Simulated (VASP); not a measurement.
Sn4P: relaxation of cell and atoms with PBE

Crystal: Sn4P.

```
Sn P
1.0
    -4.10505    4.10505    1.87222
     4.10505   -4.10505    1.87222
     4.10505    4.10505   -1.87222
Sn P
4 1
Direct
  0.43220 0.23296 0.66517
  0.23296 0.56780 0.80076
  0.56780 0.76704 0.33483
  0.76704 0.43220 0.19924
  0.00000 0.00000 0.00000
```

```
Program                : VASP 6.6.1
Task                   : relaxation of cell and atoms
Functional             : PBE
Potentials or basis    : VASP PAW PBE potentials, release 64 (Sn_d, P)
Cutoff                 : 600 eV
k mesh                 : 6 × 6 × 6
Occupations            : gaussian, width 0.1 eV
Spin                   : no spin polarisation
Dipole correction      : no
Further INCAR settings : ALGO = Normal; EDIFF = 1e-06; IBRION = 2; EDIFFG = -0.04; NSW = 90; ISIF = 3
```

| Property | Result |
| --- | --- |
| Relaxed volume | 25.53 Å³/atom |
| Relaxed cell | a = 6.114 Å, b = 6.114 Å, c = 6.114 Å, α = 95.47°, β = 95.47°, γ = 144.04° |
| Space group after relaxing (to 0.05 Å) | I4/m (No. 87) |
| Energy gained by relaxing | 1.1 meV/atom |
| Ionic steps | 4 |
| Pressure after relaxing | -0.1 GPa |
| Largest force after relaxing | 0.040 eV/Å |

Forces on the atoms (eV/Å):
```
Sn  -0.039  0.008  0.000
Sn  -0.008 -0.039  0.000
Sn   0.039 -0.008  0.000
Sn   0.008  0.039  0.000
P    0.000  0.000  0.000
```

Stress tensor (GPa, compression positive):
```
-0.18  0.00  0.00
 0.00 -0.18  0.00
 0.00  0.00  0.01
```

Step by step:
| step | energy change (eV) | largest force (eV/Å) | pressure (GPa) | volume (Å³) |
| --- | --- | --- | --- | --- |
| 1 | 0.0000 | 0.1036 | 0.60 | 126.20 |
| 2 | -0.0044 | 0.0428 | -0.20 | 127.93 |
| 3 | -0.0044 | 0.0487 | -0.15 | 127.80 |
| 4 | -0.0055 | 0.0397 | -0.12 | 127.63 |

Final structure:
```yaml
crystal:
  lattice:
    - [-4.11184, 4.11184, 1.88715]
    - [4.11184, -4.11184, 1.88715]
    - [4.11184, 4.11184, -1.88715]
  atoms:
    - { symbol: Sn, position: [0.43222, 0.23203, 0.66425] }
    - { symbol: Sn, position: [0.23203, 0.56778, 0.79981] }
    - { symbol: Sn, position: [0.56778, 0.76797, 0.33575] }
    - { symbol: Sn, position: [0.76797, 0.43222, 0.20019] }
    - { symbol: P, position: [0.00000, 0.00000, 0.00000] }
```

Levels at points of the mesh, in eV from the Fermi level:
```tsv
k point	band 27	band 28	band 29	band 30	band 31	band 32	band 33	band 34
(0.00, 0.00, 0.00)	-2.42	-2.42	-1.60	-1.48	1.84	1.95	1.95	2.04
(0.50, 0.00, 0.00)	-3.67	-2.44	-2.18	-1.37	-1.15	-0.02	1.11	1.44
(0.50, 0.50, 0.00)	-1.70	-1.66	-1.55	0.78	1.01	1.20	3.04	3.17
(0.50, 0.50, 0.50)	-1.52	-1.52	0.31	0.88	0.88	0.89	2.34	2.64
```

Wall time 6.4 min on 1 thread of Intel(R) Xeon(R) 6975P-C (Granite Rapids) (shared host), peak memory 0.43 GiB.

Caveat: spin-orbit coupling is left out, which moves the levels of the heavy elements.
